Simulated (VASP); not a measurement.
# AgI (Iodargyrite) (P6_3mc) in VASP: a series of runs

AgI (Iodargyrite) is run at these levels: PBE; tasks: single point, relaxation of cell and atoms.

All numbers are computed with VASP 6.6.1; they aren't measurements. Logs are shortened: lines on timing, memory, paths and dates and some standing lists are left out, and cuts for length are marked.

## 1. The cell of the first run

It takes space group P6_3mc (No. 186, hexagonal). Conventional cell: a = 4.686 Å, b = 4.686 Å, c = 7.664 Å, α = 90.00°, β = 90.00°, γ = 120.00°. Within 3.8 Å of Ag (site symmetry 3m) lie 4 I at 2.87 Å. I (site symmetry 3m) has 4 Ag at 2.87 Å within 3.8 Å.

## 2. Single point, PBE

INCAR

```
SYSTEM = AgI
PREC = Accurate
ENCUT = 500
EDIFF = 1E-6
ISMEAR = -1
SIGMA = 0.02
LREAL = .False.
LASPH = .True.
NELM = 120
ALGO = Normal
ISIF = 2
LWAVE = .False.
LCHARG = .False.
GGA = PE
NBANDS = 26
GGA_COMPAT = .False.
```

KPOINTS

```
Automatic mesh
0
Gamma
  6 6 4
  0 0 0
```

POSCAR

```
AgI
1.0
    4.6858691312      0.0000000000      0.0000000000
   -2.3429345656      4.0580817065      0.0000000000
    0.0000000000      0.0000000000      7.6644342282
Ag I
2 2
Direct
    0.6666666667      0.3333333333      0.6276565509
    0.3333333333      0.6666666667      0.1276565509
    0.6666666667      0.3333333333      0.0023434491
    0.3333333333      0.6666666667      0.5023434491
```

Potentials or basis: VASP PAW PBE potentials, release 64 (Ag, I).

Started as:

```console
$ cat potpaw_PBE.64/Ag/POTCAR potpaw_PBE.64/I/POTCAR > POTCAR
$ mpirun -np 1 vasp_std > vasp.out
```

OUTCAR:

```text
SYSTEM = AgI
   PREC = Accurate
   ENCUT = 500
   EDIFF = 1E-6
   ISMEAR = -1
   LREAL = .False.
   LASPH = .True.
   NELM = 120
   ISIF = 2
   GGA = PE

 ion  position               nearest neighbor table
   1  0.667  0.333  0.628-   4 2.87   4 2.87   4 2.87   3 2.87
   2  0.333  0.667  0.128-   3 2.87   3 2.87   3 2.87   4 2.87
   3  0.667  0.333  0.002-   2 2.87   2 2.87   2 2.87   1 2.87
   4  0.333  0.667  0.502-   1 2.87   1 2.87   1 2.87   2 2.87

  LATTYP: Found a hexagonal cell.
 ALAT       =     4.6858691312
 C/A-ratio  =     1.6356483746

  Lattice vectors:

 A1 = (   4.6858691312,   0.0000000000,   0.0000000000)
 A2 = (  -2.3429345656,   4.0580817065,   0.0000000000)
 A3 = (   0.0000000000,   0.0000000000,   7.6644342282)

Analysis of symmetry for initial positions (statically):
=====================================================================
 Subroutine PRICEL returns:
 Original cell was already a primitive cell.

 Routine SETGRP: Setting up the symmetry group for a
 hexagonal supercell.

 Subroutine GETGRP returns: Found 12 space group operations
 (whereof  6 operations were pure point group operations)
 out of a pool of 24 trial point group operations.

The static configuration has the point symmetry C_3v.
 The point group associated with its full space group is C_6v.

Analysis of symmetry for dynamics (positions and initial velocities):
=====================================================================
 Subroutine PRICEL returns:
 Original cell was already a primitive cell.

 Routine SETGRP: Setting up the symmetry group for a
 hexagonal supercell.

 Subroutine GETGRP returns: Found 12 space group operations
 (whereof  6 operations were pure point group operations)
 out of a pool of 24 trial point group operations.

The dynamic configuration has the point symmetry C_3v.
 The point group associated with its full space group is C_6v.

 Subroutine INISYM returns: Found 12 space group operations
 (whereof  6 operations are pure point group operations),
 and found     1 'primitive' translations

----------------------------------------------------------------------------------------

                                     Primitive cell

  volume of cell :     145.7441

  direct lattice vectors                    reciprocal lattice vectors
     4.685869131  0.000000000  0.000000000     0.213407582  0.123210925  0.000000000
    -2.342934566  4.058081707  0.000000000     0.000000000  0.246421850  0.000000000
     0.000000000  0.000000000  7.664434228     0.000000000  0.000000000  0.130472775

  length of vectors
     4.685869131  4.685869131  7.664434228     0.246421850  0.246421850  0.130472775

  position of ions in fractional coordinates (direct lattice)
     0.666666667  0.333333333  0.627656551
     0.333333333  0.666666667  0.127656551
     0.666666667  0.333333333  0.002343449
     0.333333333  0.666666667  0.502343449

  ion indices of the primitive-cell ions
   primitive index   ion index
                 1           1
                 2           2
                 3           3
                 4           4

----------------------------------------------------------------------------------------

 KPOINTS: Automatic mesh

Automatic generation of k-mesh.
 Grid dimensions read from file:
 generate k-points for:    6    6    4

 Generating k-lattice:

  Cartesian coordinates                     Fractional coordinates (reciprocal lattice)
     0.035567930  0.020535154  0.000000000     0.166666667  0.000000000  0.000000000
     0.000000000  0.041070308  0.000000000     0.000000000  0.166666667  0.000000000
     0.000000000  0.000000000  0.032618194     0.000000000  0.000000000  0.250000000

  Length of vectors
     0.041070308  0.041070308  0.032618194

  Shift w.r.t. Gamma in fractional coordinates (k-lattice)
     0.000000000  0.000000000  0.000000000

 Subroutine IBZKPT returns following result:
 ===========================================

 Found     21 irreducible k-points:

 Following reciprocal coordinates:
            Coordinates               Weight
  0.000000  0.000000  0.000000      1.000000
  0.166667  0.000000  0.000000      6.000000
  0.333333  0.000000  0.000000      6.000000
  0.500000 -0.000000  0.000000      3.000000
  0.166667  0.166667  0.000000      6.000000
  0.333333  0.166667  0.000000     12.000000
[... 13 lines left out ...]
  0.333333  0.166667  0.500000     12.000000
  0.333333  0.333333  0.500000      2.000000
   k-points           NKPTS =     21   k-points in BZ     NKDIM =     21   number of bands    NBANDS=     26
   number of dos      NEDOS =    301   number of ions     NIONS =      4
   total plane-waves  NPLWV =  72576
   dimension x,y,z NGX =    36 NGY =   36 NGZ =   56
   dimension x,y,z NGXF=    72 NGYF=   72 NGZF=  112
   ions per type =               2   2
   NGX,Y,Z   is equivalent  to a cutoff of  12.77, 12.77, 12.15 a.u.
   NGXF,Y,Z  is equivalent  to a cutoff of  25.54, 25.54, 24.29 a.u.
 SYSTEM =  AgI
   PREC   = accura    normal or accurate (medium, high low for compatibility)
   ISTART =      0    job   : 0-new  1-cont  2-samecut
   ICHARG =      2    charge: 1-file 2-atom 10-const
   ISPIN  =      1    spin polarized calculation?
   LNONCOLLINEAR =      F non collinear calculations
   LSORBIT =      F    spin-orbit coupling
   LASPH  =      T    aspherical Exc in radial PAW
   ENCUT  =  500.0 eV  36.75 Ry    6.06 a.u.   8.54  8.54 13.97*2*pi/ulx,y,z
   NELM   =    120;   NELMIN=  2; NELMDL= -5     # of ELM steps
   EDIFF  = 0.1E-05   stopping-criterion for ELM
   LREAL  =      F    real-space projection
   EDIFFG = 0.1E-04   stopping-criterion for IOM
   NSW    =      0    number of steps for IOM
   IBRION =     -1    ionic relax: 0-MD 1-quasi-New 2-CG
   NFREE  =      0    steps in history (QN), initial steepest desc. (CG)
   ISIF   =      2    stress and relaxation
   ISYM   =      2    0-nonsym 1-usesym 2-fastsym
   POTIM  = 0.5000    time-step for ionic-motion
   TEBEG  =    0.0;   TEEND  =   0.0 temperature during run
   PSTRESS=    0.0 pullay stress
   NELECT =      36.0000    total number of electrons
   NUPDOWN=      -1.0000    fix difference up-down
   EMIN   =  10.00;   EMAX   =-10.00  energy-range for DOS
   EFERMI =   0.00;   METHOD = LEGACY
   ISMEAR =    -1;   SIGMA  =   0.02  broadening in eV -4-tet -1-fermi 0-gaus
   EFERMI_NEDOS =   21; number of points for ismear=-14 and -15
   IALGO  =     38    algorithm
   IMIX   =      4    mixing-type and parameters
     AMIX     =   0.40;   BMIX     =  1.00
     AMIX_MAG =   1.60;   BMIX_MAG =  1.00
  volume/ion in A,a.u.               =      36.44       245.88
  Fermi-wavevector in a.u.,A,eV,Ry     =   1.027177  1.941083 14.355408  1.055093
  Thomas-Fermi vector in A             =   2.161108
   LORBIT       =      0    0 simple, 1 ext, 2 COOP (PROOUT), +10 PAW based schemes
   GGA     = PE    functional components
   LHFCALC =     F    Hartree Fock is set to
   AEXX    =    0.0000 exact exchange contribution
   IVDW    =     0    specifies the selected vdW correction
   LEPSILON=     F    determine dielectric tensor
   LRPA    =     F    only Hartree local field effects (RPA)
 non-spin polarized calculation
  energy-cutoff  :      500.00
  volume of cell :      145.74
 maximum number of plane-waves:      3730
 NGX is ok and might be reduce to    36
   NGX = 17   NGY = 17   NGZ = 27

 number of electron      35.9999997 magnetization

 Free energy of the ion-electron system (eV)
  ---------------------------------------------------
  ext. energy  EPLUGINS =         0.00000000
  ---------------------------------------------------
  free energy    TOTEN  =        -9.58036676 eV

  energy without entropy =       -9.58036676  energy(sigma->0) =       -9.58036676

 E-fermi :   2.8877     XC(G=0):  -8.1424

 val. band max:        2.4617312809   @ k =   0.0000   0.0000   0.0000
 cond. band min:       3.8304049634   @ k =   0.0000   0.0000   0.0000
 fundamental gap:      1.3686736824
 Fermi energy:         2.8876575142

 k-point     1 :       0.0000    0.0000    0.0000
  band No.  band energies     occupation
      1     -10.0140      2.00000
      2      -9.7693      2.00000
      3      -1.3858      2.00000
      4      -1.3812      2.00000
      5      -1.3811      2.00000
      6      -1.2848      2.00000
[... 18 lines left out ...]
     25       9.1617      0.00000
     26       9.6667      0.00000

 k-point     2 :       0.1667    0.0000    0.0000
  band No.  band energies     occupation
      1      -9.9612      2.00000
      2      -9.7437      2.00000
      3      -1.4251      2.00000
      4      -1.3485      2.00000
      5      -1.3411      2.00000
      6      -1.2525      2.00000
[... 18 lines left out ...]
     25       9.3545      0.00000
     26       9.6547      0.00000

 k-point     3 :       0.3333    0.0000    0.0000
  band No.  band energies     occupation
      1      -9.8437      2.00000
      2      -9.6999      2.00000
      3      -1.4798      2.00000
      4      -1.3395      2.00000
      5      -1.2663      2.00000
      6      -1.1536      2.00000
[... 18 lines left out ...]
     25       9.8589      0.00000
     26      10.1832      0.00000

 k-point     4 :       0.5000   -0.0000    0.0000
  band No.  band energies     occupation
      1      -9.7710      2.00000
      2      -9.6898      2.00000
      3      -1.4660      2.00000
      4      -1.3575      2.00000
      5      -1.2331      2.00000
      6      -1.0702      2.00000
[... 18 lines left out ...]
     25       9.9420      0.00000
     26      11.5237      0.00000
[... 409 lines left out ...]
      1      -9.7925      2.00000
      2      -9.7925      2.00000
      3      -1.4939      2.00000
      4      -1.4939      2.00000
      5      -1.2437      2.00000
      6      -1.2437      2.00000
[... 18 lines left out ...]
     25       9.5590      0.00000
     26       9.5590      0.00000

 k-point    20 :       0.3333    0.1667    0.5000
  band No.  band energies     occupation
      1      -9.7294      2.00000
      2      -9.7294      2.00000
      3      -1.4771      2.00000
      4      -1.4771      2.00000
      5      -1.1744      2.00000
      6      -1.1744      2.00000
[... 18 lines left out ...]
     25       9.9364      0.00000
     26       9.9364      0.00000

 k-point    21 :       0.3333    0.3333    0.5000
  band No.  band energies     occupation
      1      -9.7083      2.00000
      2      -9.7083      2.00000
      3      -1.3713      2.00000
      4      -1.3713      2.00000
      5      -1.2230      2.00000
      6      -1.2230      2.00000
[... 18 lines left out ...]
     25      10.6728      0.00000
     26      10.6731      0.00000

------------------------ aborting loop because EDIFF is reached ----------------------------------------

  FORCE on cell =-STRESS in cart. coord.  units (eV):
  Direction    XX          YY          ZZ          XY          YZ          ZX
  --------------------------------------------------------------------------------------
  -------------------------------------------------------------------------------------
  Total       -0.0676921     -0.0676921     -0.0621947      0.0000000      0.0000000     -0.0000000
  in kB       -0.7441445     -0.7441445     -0.6837112      0.0000000      0.0000000     -0.0000000
  external PRESSURE =      -0.7240001 kB  Pullay stress =       0.0000000 kB

 VOLUME and BASIS-vectors are now :
 -----------------------------------------------------------------------------
  energy-cutoff  :      500.00
  volume of cell :      145.74
      direct lattice vectors                 reciprocal lattice vectors
     4.685869131  0.000000000  0.000000000     0.213407582  0.123210925  0.000000000
    -2.342934566  4.058081707  0.000000000     0.000000000  0.246421850  0.000000000
     0.000000000  0.000000000  7.664434228     0.000000000  0.000000000  0.130472775

 POSITION                                       TOTAL-FORCE (eV/Angst)
 -----------------------------------------------------------------------------------
      2.34293      1.35269      4.81063        -0.000000     -0.000000     -0.001692
     -0.00000      2.70539      0.97842         0.000000     -0.000000     -0.001692
      2.34293      1.35269      0.01796        -0.000000      0.000000      0.001692
     -0.00000      2.70539      3.85018         0.000000     -0.000000      0.001692
 -----------------------------------------------------------------------------------
    total drift:                               -0.000000      0.000000     -0.000432

  FREE ENERGIE OF THE ION-ELECTRON SYSTEM (eV)
  ---------------------------------------------------
  free  energy   TOTEN  =        -9.5803667639 eV

  energy  without entropy=       -9.5803667639  energy(sigma->0) =       -9.58036676
```

It took 41 s on 1 thread of AMD EPYC 9R45 (Zen 5), shared host; peak memory 0.25 GiB.

Results:

```yaml
Free_energy: -9.5804 eV
Pressure: -0.1 GPa
Band_gap_on_the_k_mesh: 1.37 eV, direct
```

Caveat: spin-orbit coupling is left out, which moves the levels of the heavy elements.

[end of part 1 of 2]
